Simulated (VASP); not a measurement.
# BAs (an interface model) in VASP: further runs, part 2 of 2

VASP 6.6.1. The steps go on from the part before.

## Step 3: Single point, PBE

This run uses another cell than the first one, of 14.01 Å³/atom, 1.008 times its volume.

Input file INCAR:

```
PREC = Accurate ; ENCUT = 520
EDIFF = 1E-7 ; ISMEAR = 0
SIGMA = 0.05 ; LREAL = F
LASPH = T ; NELM = 60
ALGO = Normal ; ISIF = 2
LWAVE = F ; LCHARG = T
GGA = PE ; LELF = T
LVHAR = T ; NBANDS = 36
```

Input file KPOINTS:

```
Automatic mesh
0
Gamma
  12 12 2
```

Input file POSCAR:

```
BAs
1.0
    3.4003508835      0.0000000000      0.0000000000
   -1.7001754417      2.9447902469      0.0000000000
    0.0000000000      0.0000000000     16.7836611701
B As
6 6
Direct
    0.0000000000      0.0000000000     -0.0110923750
    0.3333333333      0.6666666667      0.1566666735
    0.6666666667      0.3333333333      0.3227176714
    0.6666666667      0.3333333333      0.7183333265
    0.3333333333      0.6666666667      0.5522823286
    0.0000000000      0.0000000000      0.8860923750
    0.6666666667      0.3333333333      0.1973390592
    0.3333333333      0.6666666667      0.0323388310
    0.0000000000      0.0000000000      0.3620516961
    1.0000000000      0.0000000000      0.5129483039
    0.3333333333      0.6666666667      0.6776609408
    0.6666666667      0.3333333333      0.8426611690
```

Potentials or basis: VASP PAW PBE potentials, release 64 (B, As).

Started as:

```bash
cat potpaw_PBE.64/B/POTCAR potpaw_PBE.64/As/POTCAR > POTCAR
mpirun -np 1 vasp_std > vasp.out
```

OUTCAR:

```text
PREC = Accurate
   ENCUT = 520
   EDIFF = 1E-7
   ISMEAR = 0
   LREAL = F
   LASPH = T
   NELM = 60
   ISIF = 2
   GGA = PE

 ion  position               nearest neighbor table
   1  0.000  0.000  0.989-   6 1.73   8 2.09   8 2.09   8 2.09
   2  0.333  0.667  0.157-   7 2.08   7 2.08   7 2.08   8 2.09
   3  0.667  0.333  0.323-   9 2.07   9 2.07   9 2.07   7 2.10
   4  0.667  0.333  0.718-  11 2.08  11 2.08  11 2.08  12 2.09
   5  0.333  0.667  0.552-  10 2.07  10 2.07  10 2.07  11 2.10
   6  0.000  0.000  0.886-   1 1.73  12 2.09  12 2.09  12 2.09
   7  0.667  0.333  0.197-   2 2.08   2 2.08   2 2.08   3 2.10
   8  0.333  0.667  0.032-   2 2.09   1 2.09   1 2.09   1 2.09
   9  0.000  0.000  0.362-   3 2.07   3 2.07   3 2.07  10 2.53
  10  0.000  0.000  0.513-   5 2.07   5 2.07   5 2.07   9 2.53
  11  0.333  0.667  0.678-   4 2.08   4 2.08   4 2.08   5 2.10
  12  0.667  0.333  0.843-   4 2.09   6 2.09   6 2.09   6 2.09

  LATTYP: Found a hexagonal cell.
 ALAT       =     3.4003508835
 C/A-ratio  =     4.9358615464

  Lattice vectors:

 A1 = (   3.4003508835,   0.0000000000,   0.0000000000)
 A2 = (  -1.7001754417,   2.9447902469,   0.0000000000)
 A3 = (   0.0000000000,   0.0000000000,  16.7836611701)

Analysis of symmetry for initial positions (statically):
=====================================================================
 Subroutine PRICEL returns:
 Original cell was already a primitive cell.

 Routine SETGRP: Setting up the symmetry group for a
 hexagonal supercell.

 Subroutine GETGRP returns: Found 12 space group operations
 (whereof  6 operations were pure point group operations)
 out of a pool of 24 trial point group operations.

The static configuration has the point symmetry C_3v.
 The point group associated with its full space group is D_3d.

Analysis of symmetry for dynamics (positions and initial velocities):
=====================================================================
 Subroutine PRICEL returns:
 Original cell was already a primitive cell.

 Routine SETGRP: Setting up the symmetry group for a
 hexagonal supercell.

 Subroutine GETGRP returns: Found 12 space group operations
 (whereof  6 operations were pure point group operations)
 out of a pool of 24 trial point group operations.

The dynamic configuration has the point symmetry C_3v.
 The point group associated with its full space group is D_3d.

 Subroutine INISYM returns: Found 12 space group operations
 (whereof  6 operations are pure point group operations),
 and found     1 'primitive' translations

----------------------------------------------------------------------------------------

                                     Primitive cell

  volume of cell :     168.0602

  direct lattice vectors                    reciprocal lattice vectors
     3.400350883  0.000000000  0.000000000     0.294087297  0.169791380  0.000000000
    -1.700175442  2.944790247  0.000000000     0.000000000  0.339582760  0.000000000
     0.000000000  0.000000000 16.783661170     0.000000000  0.000000000  0.059581756

  length of vectors
     3.400350883  3.400350883 16.783661170     0.339582760  0.339582760  0.059581756

[... 60 lines left out ...]
  0.250000  0.000000  0.000000      6.000000
  0.333333  0.000000  0.000000      6.000000
  0.416667  0.000000  0.000000      6.000000
[... 16 lines left out ...]
  0.250000  0.000000  0.500000      6.000000
  0.333333  0.000000  0.500000      6.000000
 [... further k-points ...]
   k-points           NKPTS =     38   k-points in BZ     NKDIM =     38   number of bands    NBANDS=     36
   number of dos      NEDOS =    301   number of ions     NIONS =     12
   total plane-waves  NPLWV =  98784
   dimension x,y,z NGX =    28 NGY =   28 NGZ =  126
   dimension x,y,z NGXF=    56 NGYF=   56 NGZF=  252
   ions per type =               6   6
   NGX,Y,Z   is equivalent  to a cutoff of  13.69, 13.69, 12.48 a.u.
   NGXF,Y,Z  is equivalent  to a cutoff of  27.38, 27.38, 24.96 a.u.
 SYSTEM =  unknown system
   PREC   = accura    normal or accurate (medium, high low for compatibility)
   ISTART =      0    job   : 0-new  1-cont  2-samecut
   ICHARG =      2    charge: 1-file 2-atom 10-const
   ISPIN  =      1    spin polarized calculation?
   LNONCOLLINEAR =      F non collinear calculations
   LSORBIT =      F    spin-orbit coupling
   LASPH  =      T    aspherical Exc in radial PAW
   ENCUT  =  520.0 eV  38.22 Ry    6.18 a.u.   6.32  6.32 31.21*2*pi/ulx,y,z
   NELM   =     60;   NELMIN=  2; NELMDL= -5     # of ELM steps
   EDIFF  = 0.1E-06   stopping-criterion for ELM
   LREAL  =      F    real-space projection
   EDIFFG = 0.1E-05   stopping-criterion for IOM
   NSW    =      0    number of steps for IOM
   IBRION =     -1    ionic relax: 0-MD 1-quasi-New 2-CG
   NFREE  =      0    steps in history (QN), initial steepest desc. (CG)
   ISIF   =      2    stress and relaxation
   ISYM   =      2    0-nonsym 1-usesym 2-fastsym
   POTIM  = 0.5000    time-step for ionic-motion
   TEBEG  =    0.0;   TEEND  =   0.0 temperature during run
   PSTRESS=    0.0 pullay stress
   NELECT =      48.0000    total number of electrons
   NUPDOWN=      -1.0000    fix difference up-down
   EMIN   =  10.00;   EMAX   =-10.00  energy-range for DOS
   EFERMI =   0.00;   METHOD = LEGACY
   ISMEAR =     0;   SIGMA  =   0.05  broadening in eV -4-tet -1-fermi 0-gaus
   EFERMI_NEDOS =   21; number of points for ismear=-14 and -15
   IALGO  =     38    algorithm
   IMIX   =      4    mixing-type and parameters
     AMIX     =   0.40;   BMIX     =  1.00
     AMIX_MAG =   1.60;   BMIX_MAG =  1.00
  volume/ion in A,a.u.               =      14.01        94.51
  Fermi-wavevector in a.u.,A,eV,Ry     =   1.078120  2.037351 15.814624  1.162342
  Thomas-Fermi vector in A             =   2.214050
   LORBIT       =      0    0 simple, 1 ext, 2 COOP (PROOUT), +10 PAW based schemes
   GGA     = PE    functional components
   LHFCALC =     F    Hartree Fock is set to
   AEXX    =    0.0000 exact exchange contribution
   IVDW    =     0    specifies the selected vdW correction
   LEPSILON=     F    determine dielectric tensor
   LRPA    =     F    only Hartree local field effects (RPA)
 non-spin polarized calculation
 Gauss-broadening in eV      SIGMA  =   0.05
  energy-cutoff  :      520.00
  volume of cell :      168.06
 maximum number of plane-waves:      4563
 NGX is ok and might be reduce to    28
   NGX = 13   NGY = 13   NGZ = 63

 number of electron      48.0000000 magnetization

 Free energy of the ion-electron system (eV)
  ---------------------------------------------------
  ext. energy  EPLUGINS =         0.00000000
  ---------------------------------------------------
  free energy    TOTEN  =       -67.79974564 eV

  energy without entropy =      -67.79762050  energy(sigma->0) =      -67.79868307

 E-fermi :   6.2925     XC(G=0): -10.4730

 val. band max:        6.2843253184   @ k =   0.4167   0.0000   0.0000
 cond. band min:       6.3066591715   @ k =   0.4167   0.0833   0.0000
 fundamental gap:      0.0223338531
 Fermi energy:         6.2924694220

 k-point     1 :       0.0000    0.0000    0.0000
  band No.  band energies     occupation
      1      -9.8910      2.00000
      2      -9.1755      2.00000
      3      -8.5691      2.00000
      4      -7.8330      2.00000
      5      -7.4278      2.00000
      6      -6.3868      2.00000
[... 925 lines left out ...]
     35      10.9661      0.00000
     36      11.3730      0.00000

 [... further k-points ...]
[... 5 lines left out ...]
  --------------------------------------------------------------------------------------
  -------------------------------------------------------------------------------------
  Total        0.9214254      0.9214254      0.5283054      0.0000000      0.0000000     -0.0000000
  in kB        8.7842755      8.7842755      5.0365230      0.0000000      0.0000000     -0.0000000
  external PRESSURE =       7.5350246 kB  Pullay stress =       0.0000000 kB

 VOLUME and BASIS-vectors are now :
 -----------------------------------------------------------------------------
  energy-cutoff  :      520.00
  volume of cell :      168.06
      direct lattice vectors                 reciprocal lattice vectors
     3.400350883  0.000000000  0.000000000     0.294087297  0.169791380  0.000000000
    -1.700175442  2.944790247  0.000000000     0.000000000  0.339582760  0.000000000
     0.000000000  0.000000000 16.783661170     0.000000000  0.000000000  0.059581756

 POSITION                                       TOTAL-FORCE (eV/Angst)
 -----------------------------------------------------------------------------------
      0.00000      0.00000     16.59749        -0.000000      0.000000     -0.027127
     -0.00000      1.96319      2.62944         0.000000      0.000000      0.010255
      1.70018      0.98160      5.41638         0.000000     -0.000000      0.001135
      1.70018      0.98160     12.05626        -0.000000     -0.000000     -0.010255
     -0.00000      1.96319      9.26932        -0.000000      0.000000     -0.001135
      0.00000      0.00000     14.87187         0.000000      0.000000      0.027127
      1.70018      0.98160      3.31207        -0.000000      0.000000     -0.007068
     -0.00000      1.96319      0.54276        -0.000000      0.000000     -0.009562
      0.00000      0.00000      6.07655         0.000000      0.000000      0.011002
      0.00000      0.00000      8.60915        -0.000000      0.000000     -0.011002
     -0.00000      1.96319     11.37363         0.000000     -0.000000      0.007068
      1.70018      0.98160     14.14294         0.000000     -0.000000      0.009562
 -----------------------------------------------------------------------------------
    total drift:                               -0.000000     -0.000000     -0.000003

  FREE ENERGIE OF THE ION-ELECTRON SYSTEM (eV)
  ---------------------------------------------------
  free  energy   TOTEN  =       -67.7997456391 eV

  energy  without entropy=      -67.7976205021  energy(sigma->0) =      -67.79868307
```

Wall time 5.6 min (1 thread of Intel Xeon Platinum 8259CL at 2.50GHz (Skylake/Cascade Lake), shared host); peak memory 0.4 GiB.

Results:

```yaml
Free_energy: -67.7997 eV
Pressure: 0.8 GPa
Largest_force: 0.027 eV/Å
Band_gap_on_the_k_mesh: zero (band 24 reaches 6.64 eV, above the bottom of band 25 at 6.17 eV)
```

Forces in eV/Å, atoms in the order of the input:
```
B    0.000  0.000 -0.027
B    0.000  0.000  0.010
B    0.000  0.000  0.001
B    0.000  0.000 -0.010
B    0.000  0.000 -0.001
B    0.000  0.000  0.027
As   0.000  0.000 -0.007
As   0.000  0.000 -0.010
As   0.000  0.000  0.011
As   0.000  0.000 -0.011
As   0.000  0.000  0.007
As   0.000  0.000  0.010
```
